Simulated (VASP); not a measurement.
# Cs2VH6 (Fm-3m) in VASP: single point with PBE

Aim: the single point of Cs2VH6 with PBE.

Program: VASP 6.6.1. These are calculated values, not measurements. Logs are shortened: lines on timing, memory, paths and dates and some standing lists are left out, and cuts for length are marked.

## 1. The cell of the first run

It takes space group Fm-3m (No. 225, cubic). The conventional cell has a = 9.207 Å, b = 9.207 Å, c = 9.207 Å, α = 90.00°, β = 90.00°, γ = 90.00°. Cs (site symmetry -43m) has 12 H at 3.30 Å and 4 V at 3.99 Å within 4.3 Å. V (site symmetry m-3m) has 6 H at 1.76 Å within 2.3 Å. H (site symmetry 4mm) has 1 V at 1.76 Å within 2.3 Å.

The cell was generated, and may not be a known phase.

## 2. Single point, PBE, collinear spin, ferromagnetic start

File INCAR:

```
PREC     = Accurate       # precision mode
ENCUT    = 520            # plane-wave cutoff, eV
EDIFF    = 1E-7           # SCF threshold, eV
ISMEAR   = 0              # smearing method
SIGMA    = 0.1            # smearing width, eV
LREAL    = False          # projectors in reciprocal space
LASPH    = True           # aspherical terms in the spheres
NELM     = 150            # most SCF steps
ALGO     = Normal         # electronic algorithm
ISIF     = 2              # what is computed and relaxed
LWAVE    = False          # write WAVECAR
LCHARG   = False          # write CHGCAR
ISPIN    = 2              # spin polarisation
MAGMOM   = 0 0 0.75 0 0 0 0 0 0 # initial moments
LORBIT   = 11             # projections on sites
LMAXMIX  = 4              # l up to which the mixer works
GGA      = PE             # functional
NBANDS   = 32             # bands
```

File KPOINTS:

```
Automatic mesh
0
Gamma
  8 8 8
```

File POSCAR:

```
Cs2VH6
1.0
    0.0000000000      4.6035099539      4.6035099539
    4.6035099539      0.0000000000      4.6035099539
    4.6035099539      4.6035099539      0.0000000000
Cs V H
2 1 6
Direct
    0.7500000000      0.7500000000      0.7500000000
    0.2500000000      0.2500000000      0.2500000000
    0.0000000000      0.0000000000      0.0000000000
    0.8088917022      0.8088917022      0.1911082978
    0.1911082978      0.8088917022      0.1911082978
    0.8088917022      0.1911082978      0.1911082978
    0.1911082978      0.1911082978      0.8088917022
    0.8088917022      0.1911082978      0.8088917022
    0.1911082978      0.8088917022      0.8088917022
```

Potentials or basis: VASP PAW PBE potentials, release 64 (Cs_sv, V_sv, H).

Command:

```
> cat potpaw_PBE.64/Cs_sv/POTCAR potpaw_PBE.64/V_sv/POTCAR potpaw_PBE.64/H/POTCAR > POTCAR
> mpirun -np 1 vasp_std > vasp.out
```

OUTCAR:

```text
PREC = Accurate
   ENCUT = 520
   EDIFF = 1E-7
   ISMEAR = 0
   LREAL = False
   LASPH = True
   NELM = 150
   ISIF = 2
   ISPIN = 2
   LORBIT = 11
   GGA = PE

 ion  position               nearest neighbor table
   1  0.750  0.750  0.750-
   2  0.250  0.250  0.250-
   3  0.000  0.000  0.000-   4 1.76   5 1.76   6 1.76   7 1.76   8 1.76   9 1.76
   4  0.809  0.809  0.191-   3 1.76
   5  0.191  0.809  0.191-   3 1.76
   6  0.809  0.191  0.191-   3 1.76
   7  0.191  0.191  0.809-   3 1.76
   8  0.809  0.191  0.809-   3 1.76
   9  0.191  0.809  0.809-   3 1.76

  LATTYP: Found a face centered cubic cell.
 ALAT       =     9.2070199078

  Lattice vectors:

 A1 = (   0.0000000000,   4.6035099539,   4.6035099539)
 A2 = (   4.6035099539,   0.0000000000,   4.6035099539)
 A3 = (   4.6035099539,   4.6035099539,   0.0000000000)

Analysis of symmetry for initial positions (statically):
=====================================================================
 Subroutine PRICEL returns:
 Original cell was already a primitive cell.

 Routine SETGRP: Setting up the symmetry group for a
 face centered cubic supercell.

 Subroutine GETGRP returns: Found 48 space group operations
 (whereof 48 operations were pure point group operations)
 out of a pool of 48 trial point group operations.

The static configuration has the point symmetry O_h .

Analysis of symmetry for dynamics (positions and initial velocities):
=====================================================================
 Subroutine PRICEL returns:
 Original cell was already a primitive cell.

 Routine SETGRP: Setting up the symmetry group for a
 face centered cubic supercell.

 Subroutine GETGRP returns: Found 48 space group operations
 (whereof 48 operations were pure point group operations)
 out of a pool of 48 trial point group operations.

The dynamic configuration has the point symmetry O_h .

Analysis of structural, dynamic, and magnetic symmetry:
=====================================================================
 Subroutine PRICEL returns:
 Original cell was already a primitive cell.

 Routine SETGRP: Setting up the symmetry group for a
 face centered cubic supercell.

 Subroutine GETGRP returns: Found 48 space group operations
 (whereof 48 operations were pure point group operations)
 out of a pool of 48 trial point group operations.

The overall configuration has the point symmetry O_h .

 Subroutine INISYM returns: Found 48 space group operations
 (whereof 48 operations are pure point group operations),
 and found     1 'primitive' translations

[... 159 lines left out ...]
 cond. band min:      -0.7777021637   @ k =  -0.3750   0.3750   0.1250
 fundamental gap:      0.0030313798
 Fermi energy:        -0.7783273053

 spin component 1

 k-point     1 :       0.0000    0.0000    0.0000
  band No.  band energies     occupation
      1     -65.7442      1.00000
      2     -39.5129      1.00000
      3     -39.5129      1.00000
      4     -39.5129      1.00000
      5     -21.4493      1.00000
      6     -21.3888      1.00000
[... 781 lines left out ...]
     29       5.8456      0.00000
     30       6.3516      0.00000

 [... further k-points ...]

 spin component 2

 k-point     1 :       0.0000    0.0000    0.0000
  band No.  band energies     occupation
      1     -64.7265      1.00000
      2     -38.5039      1.00000
      3     -38.5039      1.00000
      4     -38.5039      1.00000
      5     -21.4479      1.00000
      6     -21.3876      1.00000
[... 781 lines left out ...]
     29       5.9026      0.00000
     30       6.3933      0.00000

 [... further k-points ...]

 [bands above 30 left out]

------------------------ aborting loop because EDIFF is reached ----------------------------------------

  FORCE on cell =-STRESS in cart. coord.  units (eV):
  Direction    XX          YY          ZZ          XY          YZ          ZX
  --------------------------------------------------------------------------------------
  -------------------------------------------------------------------------------------
  Total       -0.0167456     -0.0167456     -0.0167456      0.0000000      0.0000000     -0.0000000
  in kB       -0.1375035     -0.1375035     -0.1375035      0.0000000      0.0000000     -0.0000000
  external PRESSURE =      -0.1375035 kB  Pullay stress =       0.0000000 kB

 VOLUME and BASIS-vectors are now :
 -----------------------------------------------------------------------------
  energy-cutoff  :      520.00
  volume of cell :      195.12
      direct lattice vectors                 reciprocal lattice vectors
     0.000000000  4.603509954  4.603509954    -0.108612777  0.108612777  0.108612777
     4.603509954  0.000000000  4.603509954     0.108612777 -0.108612777  0.108612777
     4.603509954  4.603509954  0.000000000     0.108612777  0.108612777 -0.108612777

 POSITION                                       TOTAL-FORCE (eV/Angst)
 -----------------------------------------------------------------------------------
      6.90526      6.90526      6.90526         0.000000      0.000000      0.000000
      2.30175      2.30175      2.30175        -0.000000     -0.000000      0.000000
      0.00000      0.00000      0.00000         0.000000      0.000000      0.000000
      4.60351      4.60351      7.44748         0.000000      0.000000     -0.004187
      4.60351      1.75954      4.60351         0.000000      0.004187      0.000000
      1.75954      4.60351      4.60351         0.004187      0.000000      0.000000
      4.60351      4.60351      1.75954         0.000000      0.000000      0.004187
      4.60351      7.44748      4.60351         0.000000     -0.004187      0.000000
      7.44748      4.60351      4.60351        -0.004187      0.000000      0.000000
 -----------------------------------------------------------------------------------
    total drift:                                0.000000     -0.000000      0.000000

  FREE ENERGIE OF THE ION-ELECTRON SYSTEM (eV)
  ---------------------------------------------------
  free  energy   TOTEN  =       -30.1859126724 eV

  energy  without entropy=      -30.1123248891  energy(sigma->0) =      -30.14911878

 total charge

# of ion       s       p       d       tot
------------------------------------------
    1        1.835   4.705   0.025   6.566
    2        1.835   4.705   0.025   6.566
    3        2.311   6.333   2.651  11.295
    4        0.534   0.005   0.000   0.539
    5        0.534   0.005   0.000   0.539
    6        0.534   0.005   0.000   0.539
    7        0.534   0.005   0.000   0.539
    8        0.534   0.005   0.000   0.539
    9        0.534   0.005   0.000   0.539
--------------------------------------------------
tot          9.184  15.773   2.702  27.659

 magnetization (x)

# of ion       s       p       d       tot
------------------------------------------
    1        0.000   0.001   0.001   0.002
    2        0.000   0.001   0.001   0.002
    3        0.013   0.016   0.929   0.957
    4       -0.010   0.001   0.000  -0.009
    5       -0.010   0.001   0.000  -0.009
    6       -0.010   0.001   0.000  -0.009
    7       -0.010   0.001   0.000  -0.009
    8       -0.010   0.001   0.000  -0.009
    9       -0.010   0.001   0.000  -0.009
--------------------------------------------------
tot         -0.045   0.023   0.930   0.908
```

OSZICAR:

```text
N       E                     dE             d eps       ncg     rms          rms(c)
DAV:   1     0.233676216421E+03    0.23368E+03   -0.15426E+04  4248   0.969E+02
DAV:   2    -0.150250929553E+02   -0.24870E+03   -0.23988E+03  4608   0.232E+02
DAV:   3    -0.359365859510E+02   -0.20911E+02   -0.20820E+02  4552   0.646E+01
[... 13 lines left out ...]
DAV:  17    -0.301859136148E+02   -0.24149E-04   -0.24369E-05  4008   0.198E-02    0.200E-02
DAV:  18    -0.301859126349E+02    0.97986E-06   -0.41428E-06  4584   0.133E-02    0.467E-03
DAV:  19    -0.301859124560E+02    0.17895E-06   -0.10649E-06  4144   0.420E-03    0.254E-03
DAV:  20    -0.301859126088E+02   -0.15281E-06   -0.16373E-07  3816   0.210E-03    0.227E-03
DAV:  21    -0.301859126724E+02   -0.63578E-07   -0.28910E-08  3600   0.117E-03
   1 F= -.30185913E+02 E0= -.30149119E+02  d E =-.735878E-01  mag=     1.0000
```

stdout:

```text
POSCAR found type information on POSCAR CsV H
 POSCAR found :  3 types and       9 ions
 scaLAPACK will be used
 LDA part: xc-table for (Slater+PW92), standard interpolation
 POSCAR, INCAR and KPOINTS ok, starting setup
 FFT: planning ... GRIDC
 FFT: planning ... GRID_SOFT
 FFT: planning ... GRID
 WAVECAR not read
 entering main loop
```

Wall time 9.1 min (1 thread of Intel Xeon Platinum 8259CL at 2.50GHz (Skylake/Cascade Lake), shared host); peak memory 0.57 GiB.

Results:

* Free energy: -30.1859 eV
* Pressure: 0.0 GPa
* Largest force: 0.004 eV/Å
* Band gap on the k mesh: zero (filled and empty bands overlap)
* Net moment: 1.00 μB per cell
* Site moments: Cs +0.00; V +0.96; H -0.01 μB
* Valence electrons inside the program's atomic spheres: Cs 6.57; V 11.29; H 0.54

Forces in eV/Å, atoms in the order of the input:
```
Cs   0.000  0.000  0.000
Cs   0.000  0.000  0.000
V    0.000  0.000  0.000
H    0.000  0.000 -0.004
H    0.000  0.004  0.000
H    0.004  0.000  0.000
H    0.000  0.000  0.004
H    0.000 -0.004  0.000
H   -0.004  0.000  0.000
```

Levels at points of the mesh, in eV from the Fermi level:
Spin up:
```tsv
k point	band 14	band 15	band 16	band 17	band 18	band 19	band 20	band 21	band 22	band 23
(0.00, 0.00, 0.00)	-2.46	-2.46	-1.32	-1.32	-1.32	0.07	0.07	0.07	3.55	3.55
(0.50, 0.00, 0.00)	-2.44	-2.44	-1.34	-1.06	-1.06	-0.01	0.05	0.05	3.62	3.62
(0.50, 0.50, 0.00)	-2.47	-2.40	-1.50	-0.90	-0.90	-0.03	0.03	0.03	2.83	4.33
```
Spin down:
```
           k point  band 14  band 15  band 16  band 17  band 18  band 19  band 20  band 21  band 22  band 23
(0.00, 0.00, 0.00)    -2.25    -2.25    -1.31    -1.31    -1.31     1.18     1.18     1.18     3.77     3.77
(0.50, 0.00, 0.00)    -2.23    -2.23    -1.33    -1.04    -1.04     1.07     1.15     1.15     3.85     3.85
(0.50, 0.50, 0.00)    -2.27    -2.17    -1.48    -0.88    -0.88     1.02     1.13     1.13     3.03     4.59
```

Caveat: spin-orbit coupling is left out, which moves the levels of the heavy elements.
